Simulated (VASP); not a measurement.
# FeCo2 (P-3m1) in VASP: notebook

FeCo2 is run at these levels: PBE; tasks: single point.

All numbers are computed with VASP 6.6.1; they aren't measurements. Logs are shortened: lines on timing, memory, paths and dates and some standing lists are left out, and cuts for length are marked.

### Step 1. The cell of the first run

Symmetry: P-3m1, No. 164, trigonal system. The conventional cell has a = 2.509 Å, b = 2.509 Å, c = 6.183 Å, α = 90.00°, β = 90.00°, γ = 120.00°. Within 3.3 Å of Fe (site symmetry -3m) lie 6 Fe at 2.51 Å and 6 Co at 2.54 Å. Co (site symmetry 3m) has 9 Co at 2.47 to 2.51 Å and 3 Fe at 2.54 Å within 3.3 Å.

### Step 2. Single point, PBE, collinear spin, ferromagnetic start

Contents of INCAR:

```
SYSTEM = FeCo2
  PREC = Accurate
  ENCUT = 520
  EDIFF = 1E-7
  ISMEAR = 0
  SIGMA = 0.1
  LREAL = .False.
  LASPH = .True.
  NELM = 150
  ALGO = Normal
  ISIF = 2
  LWAVE = .False.
  LCHARG = .False.
  ISPIN = 2
  MAGMOM = 2.75 1.93 1.93
  LORBIT = 11
  LMAXMIX = 4
  GGA = PE
  NBANDS = 24
```

Contents of KPOINTS:

```
Automatic mesh
0
Gamma
  6 6 4
  0 0 0
```

Contents of POSCAR:

```
FeCo2
1.0
    2.5086877000      0.0000000000      0.0000000000
   -1.2543438000      2.1725872000      0.0000000000
    0.0000000000      0.0000000000      6.1826647000
Fe Co
1 2
Direct
    0.0000000000      0.0000000000      0.5000000000
    0.6666667000      0.3333333000      0.8381540000
    0.3333333000      0.6666667000      0.1618460000
```

Potentials or basis: VASP PAW PBE potentials, release 64 (Fe, Co).

The run is started by

```sh
$ cat potpaw_PBE.64/Fe/POTCAR potpaw_PBE.64/Co/POTCAR > POTCAR
$ mpirun -np 1 vasp_std > vasp.out
```

OUTCAR:

```text
SYSTEM = FeCo2
   PREC = Accurate
   ENCUT = 520
   EDIFF = 1E-7
   ISMEAR = 0
   LREAL = .False.
   LASPH = .True.
   NELM = 150
   ISIF = 2
   ISPIN = 2
   LORBIT = 11
   GGA = PE

 ion  position               nearest neighbor table
   1  0.000  0.000  0.500-   2 2.54   3 2.54   3 2.54   2 2.54   2 2.54   3 2.54
   2  0.667  0.333  0.838-   3 2.47   3 2.47   3 2.47   1 2.54   1 2.54   1 2.54
   3  0.333  0.667  0.162-   2 2.47   2 2.47   2 2.47   1 2.54   1 2.54   1 2.54

  LATTYP: Found a hexagonal cell.
 ALAT       =     2.5086877000
 C/A-ratio  =     2.4645015400

  Lattice vectors:

 A1 = (   2.5086877000,   0.0000000000,   0.0000000000)
 A2 = (  -1.2543438000,   2.1725872000,   0.0000000000)
 A3 = (   0.0000000000,   0.0000000000,   6.1826647000)

Analysis of symmetry for initial positions (statically):
=====================================================================
 Subroutine PRICEL returns:
 Original cell was already a primitive cell.

 Routine SETGRP: Setting up the symmetry group for a
 hexagonal supercell.

 Subroutine GETGRP returns: Found 12 space group operations
 (whereof 12 operations were pure point group operations)
 out of a pool of 24 trial point group operations.

The static configuration has the point symmetry D_3d.

Analysis of symmetry for dynamics (positions and initial velocities):
=====================================================================
 Subroutine PRICEL returns:
 Original cell was already a primitive cell.

 Routine SETGRP: Setting up the symmetry group for a
 hexagonal supercell.

 Subroutine GETGRP returns: Found 12 space group operations
 (whereof 12 operations were pure point group operations)
 out of a pool of 24 trial point group operations.

The dynamic configuration has the point symmetry D_3d.

Analysis of structural, dynamic, and magnetic symmetry:
=====================================================================
 Subroutine PRICEL returns:
 Original cell was already a primitive cell.

 Routine SETGRP: Setting up the symmetry group for a
 hexagonal supercell.

 Subroutine GETGRP returns: Found 12 space group operations
 (whereof 12 operations were pure point group operations)
 out of a pool of 24 trial point group operations.

The overall configuration has the point symmetry D_3d.

 Subroutine INISYM returns: Found 12 space group operations
 (whereof 12 operations are pure point group operations),
 and found     1 'primitive' translations

[... 119 lines left out ...]
   LORBIT       =     11    0 simple, 1 ext, 2 COOP (PROOUT), +10 PAW based schemes
   GGA     = PE    functional components
   LHFCALC =     F    Hartree Fock is set to
   AEXX    =    0.0000 exact exchange contribution
   IVDW    =     0    specifies the selected vdW correction
   LEPSILON=     F    determine dielectric tensor
   LRPA    =     F    only Hartree local field effects (RPA)
 spin polarized calculation
 Gauss-broadening in eV      SIGMA  =   0.10
  energy-cutoff  :      520.00
  volume of cell :       33.70
 maximum number of plane-waves:       922
 NGX is ok and might be reduce to    20

 number of electron      25.9999987 magnetization       5.8959588

 Free energy of the ion-electron system (eV)
  ---------------------------------------------------
  ext. energy  EPLUGINS =         0.00000000
  ---------------------------------------------------
  free energy    TOTEN  =       -22.24117062 eV

  energy without entropy =      -22.22711422  energy(sigma->0) =      -22.23414242

 E-fermi :   8.5825     XC(G=0): -13.1895

 val. band max:        8.5664879127   @ k =   0.3333   0.1667   0.0000
 cond. band min:       8.6165816505   @ k =   0.1667   0.0000   0.5000
 fundamental gap:      0.0500937378
 Fermi energy:         8.5824968537

 spin component 1

 k-point     1 :       0.0000    0.0000    0.0000
  band No.  band energies     occupation
      1      -0.1744      1.00000
      2       3.0150      1.00000
      3       3.0317      1.00000
      4       5.8713      1.00000
      5       5.8713      1.00000
      6       5.9449      1.00000
[... 637 lines left out ...]
     23      21.9679      0.00000
     24      21.9823      0.00000
 Fermi energy:         8.5824968537

 spin component 2

 k-point     1 :       0.0000    0.0000    0.0000
  band No.  band energies     occupation
      1      -0.0798      1.00000
      2       3.3710      1.00000
      3       3.5538      1.00000
      4       6.9752      1.00000
      5       7.3447      1.00000
      6       7.5872      1.00000
[... 637 lines left out ...]
     23      22.5978      0.00000
     24      22.6125      0.00000

------------------------ aborting loop because EDIFF is reached ----------------------------------------

  FORCE on cell =-STRESS in cart. coord.  units (eV):
  Direction    XX          YY          ZZ          XY          YZ          ZX
  --------------------------------------------------------------------------------------
  -------------------------------------------------------------------------------------
  Total       -0.2956852     -0.2956852      0.4651510     -0.0000000      0.0000000      0.0000000
  in kB      -14.0585552    -14.0585542     22.1159224     -0.0000003      0.0000000      0.0000000
  external PRESSURE =      -2.0003957 kB  Pullay stress =       0.0000000 kB

 VOLUME and BASIS-vectors are now :
 -----------------------------------------------------------------------------
  energy-cutoff  :      520.00
  volume of cell :       33.70
      direct lattice vectors                 reciprocal lattice vectors
     2.508687700  0.000000000  0.000000000     0.398614782  0.230140351  0.000000000
    -1.254343800  2.172587200  0.000000000     0.000000000  0.460280720  0.000000000
     0.000000000  0.000000000  6.182664700     0.000000000  0.000000000  0.161742557

 POSITION                                       TOTAL-FORCE (eV/Angst)
 -----------------------------------------------------------------------------------
      0.00000      0.00000      3.09133         0.000000      0.000000      0.000000
      1.25434      0.72420      5.18203        -0.000000     -0.000000     -0.007526
     -0.00000      1.44839      1.00064         0.000000      0.000000      0.007526
 -----------------------------------------------------------------------------------
    total drift:                               -0.000000      0.000000      0.000000

  FREE ENERGIE OF THE ION-ELECTRON SYSTEM (eV)
  ---------------------------------------------------
  free  energy   TOTEN  =       -22.2411706213 eV

  energy  without entropy=      -22.2271142229  energy(sigma->0) =      -22.23414242

 total charge

# of ion       s       p       d       tot
------------------------------------------
    1        0.485   0.524   6.216   7.225
    2        0.484   0.516   7.239   8.238
    3        0.484   0.516   7.239   8.238
--------------------------------------------------
tot          1.453   1.556  20.693  23.702

 magnetization (x)

# of ion       s       p       d       tot
------------------------------------------
    1       -0.008  -0.038   2.574   2.528
    2       -0.016  -0.051   1.764   1.697
    3       -0.016  -0.051   1.764   1.697
--------------------------------------------------
tot         -0.040  -0.140   6.102   5.923
```

Wall time 2.1 min (1 thread of AMD EPYC 7R13, shared host); peak memory 0.15 GiB.

What came out:

```yaml
Free_energy: -22.2412 eV
Pressure: -0.2 GPa
Largest_force: 0.008 eV/Å
Net_moment: 5.90 μB per cell
Site_moments: Fe +2.53; Co +1.70 μB
Valence_electrons_inside_the_program's_atomic_spheres: Fe 7.22; Co 8.24
```

Forces in eV/Å, atoms in the order of the input:
```
Fe   0.000  0.000  0.000
Co   0.000  0.000 -0.008
Co   0.000  0.000  0.008
```

Caveat: the k points lie up to 0.48 Å⁻¹ apart.

### Step 3. Single point, PBE, collinear spin, ferromagnetic start

This run uses another cell than the first one: it holds 6 atoms, not 3.

Contents of INCAR:

```
SYSTEM = FeCo2
PREC = Accurate ; ENCUT = 520
EDIFF = 1E-7 ; ISMEAR = 0
SIGMA = 0.2 ; LREAL = .False.
LASPH = .True. ; NELM = 150
ALGO = Fast ; ISIF = 2
LWAVE = .False. ; LCHARG = .False.
ISPIN = 2 ; MAGMOM = 2.75 2.75 1.93 1.93 1.93 1.93
LORBIT = 11 ; LMAXMIX = 4
GGA = PE ; NBANDS = 39
```

Contents of KPOINTS:

```
regular mesh
0
Gamma
  12 12 2
  0 0 0
```

Contents of POSCAR:

```
FeCo2
1.0
    2.5086876548     -0.0000000289      0.0000000000
   -1.2543438024      2.1725872536      0.0000000000
    0.0000000000      0.0000000000     12.3653294000
Fe Co
2 4
Direct
    0.0000000000      0.0000000000      0.2500000000
    0.0000000000      0.0000000000      0.7500000000
    0.6666666667      0.3333333333      0.4190770000
    0.6666666667      0.3333333333      0.9190770000
    0.3333333333      0.6666666667      0.0809230000
    0.3333333333      0.6666666667      0.5809230000
```

Potentials or basis: VASP PAW PBE potentials, release 64 (Fe, Co).

The run is started by

```sh
$ cat potpaw_PBE.64/Fe/POTCAR potpaw_PBE.64/Co/POTCAR > POTCAR
$ mpirun -np 1 vasp_std > vasp.out
```

OUTCAR:

```text
SYSTEM = FeCo2
   PREC = Accurate
   ENCUT = 520
   EDIFF = 1E-7
   ISMEAR = 0
   LREAL = .False.
   LASPH = .True.
   NELM = 150
   ISIF = 2
   ISPIN = 2
   LORBIT = 11
   GGA = PE

 ion  position               nearest neighbor table
   1  0.000  0.000  0.250-   3 2.54   5 2.54   5 2.54   3 2.54   3 2.54   5 2.54
   2  0.000  0.000  0.750-   4 2.54   6 2.54   6 2.54   4 2.54   4 2.54   6 2.54
   3  0.667  0.333  0.419-   6 2.47   6 2.47   6 2.47   1 2.54   1 2.54   1 2.54
   4  0.667  0.333  0.919-   5 2.47   5 2.47   5 2.47   2 2.54   2 2.54   2 2.54
   5  0.333  0.667  0.081-   4 2.47   4 2.47   4 2.47   1 2.54   1 2.54   1 2.54
   6  0.333  0.667  0.581-   3 2.47   3 2.47   3 2.47   2 2.54   2 2.54   2 2.54
[... 7 lines left out ...]
 A1 = (   2.5086876548,  -0.0000000289,   0.0000000000)
 A2 = (  -1.2543438024,   2.1725872536,   0.0000000000)
 A3 = (   0.0000000000,   0.0000000000,  12.3653294000)

Analysis of symmetry for initial positions (statically):
=====================================================================
 Subroutine PRICEL returns following result:

  LATTYP: Found a hexagonal cell.
 ALAT       =     2.5086876548
 C/A-ratio  =     2.4645015844
[... 12 lines left out ...]
 Subroutine GETGRP returns: Found 12 space group operations
 (whereof 12 operations were pure point group operations)
 out of a pool of 24 trial point group operations.

The static configuration has the point symmetry D_3d.

Analysis of symmetry for dynamics (positions and initial velocities):
=====================================================================
 Subroutine PRICEL returns following result:

  LATTYP: Found a hexagonal cell.
 ALAT       =     2.5086876548
 C/A-ratio  =     2.4645015844
[... 12 lines left out ...]
 Subroutine GETGRP returns: Found 12 space group operations
 (whereof 12 operations were pure point group operations)
 out of a pool of 24 trial point group operations.

The dynamic configuration has the point symmetry D_3d.

Analysis of structural, dynamic, and magnetic symmetry:
=====================================================================
 Subroutine PRICEL returns following result:

  LATTYP: Found a hexagonal cell.
 ALAT       =     2.5086876548
 C/A-ratio  =     2.4645015844
[... 12 lines left out ...]
 Subroutine GETGRP returns: Found 12 space group operations
 (whereof 12 operations were pure point group operations)
 out of a pool of 24 trial point group operations.

The overall configuration has the point symmetry D_3d.

 Subroutine INISYM returns: Found 12 space group operations
 (whereof 12 operations are pure point group operations),
 and found     2 'primitive' translations

----------------------------------------------------------------------------------------

                                     Primitive cell

  volume of cell :      33.6976

  direct lattice vectors                    reciprocal lattice vectors
     2.508687655 -0.000000029  0.000000000     0.398614792  0.230140351  0.000000000
    -1.254343802  2.172587254  0.000000000     0.000000005  0.460280711  0.000000000
     0.000000000  0.000000000  6.182664700     0.000000000  0.000000000  0.161742557

  length of vectors
     2.508687655  2.508687655  6.182664700     0.460280711  0.460280711  0.161742557

  position of ions in fractional coordinates (direct lattice)
     0.000000000  0.000000000  0.500000000
     0.666666667  0.333333333  0.838154000
     0.333333333  0.666666667  0.161846000

  ion indices of the primitive-cell ions
   primitive index   ion index
                 1           1
                 2           3
                 3           5

----------------------------------------------------------------------------------------

[... 84 lines left out ...]
   ISMEAR =     0;   SIGMA  =   0.20  broadening in eV -4-tet -1-fermi 0-gaus
   EFERMI_NEDOS =   21; number of points for ismear=-14 and -15
   IALGO  =     68    algorithm
   IMIX   =      4    mixing-type and parameters
     AMIX     =   0.40;   BMIX     =  1.00
     AMIX_MAG =   1.60;   BMIX_MAG =  1.00
  volume/ion in A,a.u.               =      11.23        75.80
  Fermi-wavevector in a.u.,A,eV,Ry     =   1.501526  2.837472 30.675416  2.254579
  Thomas-Fermi vector in A             =   2.612885
   LORBIT       =     11    0 simple, 1 ext, 2 COOP (PROOUT), +10 PAW based schemes
   GGA     = PE    functional components
   LHFCALC =     F    Hartree Fock is set to
   AEXX    =    0.0000 exact exchange contribution
   IVDW    =     0    specifies the selected vdW correction
   LEPSILON=     F    determine dielectric tensor
   LRPA    =     F    only Hartree local field effects (RPA)
 spin polarized calculation
 RMM-DIIS sequential band-by-band and
 Gauss-broadening in eV      SIGMA  =   0.20
  energy-cutoff  :      520.00
  volume of cell :       67.40
 maximum number of plane-waves:      1833
 NGX is ok and might be reduce to    20

 number of electron      51.9999974 magnetization      11.6309179

 Free energy of the ion-electron system (eV)
  ---------------------------------------------------
  ext. energy  EPLUGINS =         0.00000000
  ---------------------------------------------------
  free energy    TOTEN  =       -44.44305994 eV

  energy without entropy =      -44.31915941  energy(sigma->0) =      -44.38110967

 E-fermi :   8.6084     XC(G=0): -13.1891

 val. band max:        8.6010145543   @ k =   0.2500   0.1667   0.5000
 cond. band min:       8.6089443261   @ k =   0.2500  -0.0000   0.5000
 fundamental gap:      0.0079297718
 Fermi energy:         8.6083920264

 spin component 1

 k-point     1 :       0.0000    0.0000    0.0000
  band No.  band energies     occupation
      1      -0.1707      1.00000
      2       0.7661      1.00000
      3       0.9686      1.00000
      4       3.0204      1.00000
      5       3.0241      1.00000
      6       3.5447      1.00000
[... 973 lines left out ...]
     37      16.7865      0.00000
     38      17.8931      0.00000

 [... further k-points ...]

 spin component 2

 k-point     1 :       0.0000    0.0000    0.0000
  band No.  band energies     occupation
      1      -0.0796      1.00000
      2       0.8070      1.00000
      3       1.1462      1.00000
      4       3.3858      1.00000
      5       3.5398      1.00000
      6       4.5746      1.00000
[... 973 lines left out ...]
     37      17.5123      0.00000
     38      18.6707      0.00000

 [... further k-points ...]

 [bands above 38 left out]

------------------------ aborting loop because EDIFF is reached ----------------------------------------

  FORCE on cell =-STRESS in cart. coord.  units (eV):
  Direction    XX          YY          ZZ          XY          YZ          ZX
  --------------------------------------------------------------------------------------
  -------------------------------------------------------------------------------------
  Total       -0.0775768     -0.0775768     -0.3765563      0.0000000      0.0000000      0.0000000
  in kB       -1.8442211     -1.8442211     -8.9518130      0.0000000      0.0000000      0.0000000
  external PRESSURE =      -4.2134184 kB  Pullay stress =       0.0000000 kB

 VOLUME and BASIS-vectors are now :
 -----------------------------------------------------------------------------
  energy-cutoff  :      520.00
  volume of cell :       67.40
      direct lattice vectors                 reciprocal lattice vectors
     2.508687655 -0.000000029  0.000000000     0.398614792  0.230140351  0.000000000
    -1.254343802  2.172587254  0.000000000     0.000000005  0.460280711  0.000000000
     0.000000000  0.000000000 12.365329400     0.000000000  0.000000000  0.080871279

 POSITION                                       TOTAL-FORCE (eV/Angst)
 -----------------------------------------------------------------------------------
      0.00000      0.00000      3.09133         0.000000      0.000000      0.000000
      0.00000      0.00000      9.27400         0.000000      0.000000      0.000000
      1.25434      0.72420      5.18203        -0.000000     -0.000000     -0.010084
      1.25434      0.72420     11.36469        -0.000000     -0.000000     -0.010084
      0.00000      1.44839      1.00064         0.000000      0.000000      0.010084
      0.00000      1.44839      7.18330         0.000000      0.000000      0.010084
 -----------------------------------------------------------------------------------
    total drift:                                0.000000      0.000000      0.000000

  FREE ENERGIE OF THE ION-ELECTRON SYSTEM (eV)
  ---------------------------------------------------
  free  energy   TOTEN  =       -44.4430599398 eV

  energy  without entropy=      -44.3191594080  energy(sigma->0) =      -44.38110967

 total charge

# of ion       s       p       d       tot
------------------------------------------
    1        0.485   0.519   6.221   7.225
    2        0.485   0.519   6.221   7.225
    3        0.485   0.512   7.244   8.240
    4        0.485   0.512   7.244   8.240
    5        0.485   0.512   7.244   8.240
    6        0.485   0.512   7.244   8.240
--------------------------------------------------
tot          2.908   3.086  41.417  47.411

 magnetization (x)

# of ion       s       p       d       tot
------------------------------------------
    1       -0.010  -0.039   2.513   2.463
    2       -0.010  -0.039   2.513   2.463
    3       -0.015  -0.049   1.755   1.690
    4       -0.015  -0.049   1.755   1.690
    5       -0.015  -0.049   1.755   1.690
    6       -0.015  -0.049   1.755   1.690
--------------------------------------------------
tot         -0.082  -0.275  12.045  11.688
```

Run time: 11 min. Hardware: 1 thread of AMD EPYC 7R13, shared host; peak memory 0.28 GiB.

What came out:

- Free energy: -44.4431 eV
- Pressure: -0.4 GPa
- Largest force: 0.010 eV/Å
- Net moment: 11.63 μB per cell
- Site moments: Fe +2.46; Co +1.69 μB
- Valence electrons inside the program's atomic spheres: Fe 7.22; Co 8.24

Forces on the atoms (eV/Å):
```
Fe   0.000  0.000  0.000
Fe   0.000  0.000  0.000
Co   0.000  0.000 -0.010
Co   0.000  0.000 -0.010
Co   0.000  0.000  0.010
Co   0.000  0.000  0.010
```

Stress tensor (GPa, compression positive):
```
-0.18  0.00  0.00
 0.00 -0.18  0.00
 0.00  0.00 -0.90
```
